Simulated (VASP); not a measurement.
SnSe3, 4 atoms in the cell. It takes space group Pm-3m (No. 221, cubic). The conventional cell has a = 4.525 Å, b = 4.525 Å, c = 4.525 Å, α = 90.00°, β = 90.00°, γ = 90.00°. Sn (site symmetry m-3m) has 12 Se at 3.20 Å within 4.2 Å. Within 4.2 Å of Se (site symmetry 4/mmm) lie 4 Sn at 3.20 Å and 8 Se at 3.20 Å. 

```yaml
Program: VASP 6.6.1
Task: relaxation of cell and atoms
Functional: PBE
Potentials_or_basis: VASP PAW PBE potentials, release 64 (Sn_d, Se)
Cutoff: 600 eV
k_mesh: 10 × 10 × 10
Occupations: gaussian, width 0.1 eV
Spin: no spin polarisation
Dipole_correction: no
Further_INCAR_settings: ALGO = Normal; EDIFF = 1e-06; IBRION = 2; EDIFFG = -0.01; NSW = 100; ISIF = 3
```

Potentials or basis: VASP PAW PBE potentials, release 64 (Sn_d, Se).

Launch:

```sh
$ cat potpaw_PBE.64/Sn_d/POTCAR potpaw_PBE.64/Se/POTCAR > POTCAR
$ mpirun -np 1 vasp_std > vasp.out
```

Hardware: 1 thread of Intel Xeon 6975P-C (shared host).

Question: Estimate the wall time of this run.

Answer: Run time: 83 s on 1 thread of Intel Xeon 6975P-C, with other jobs on the host, peak memory 0.28 GiB. Counts: scf iterations 13, k points 56, ion steps 1.
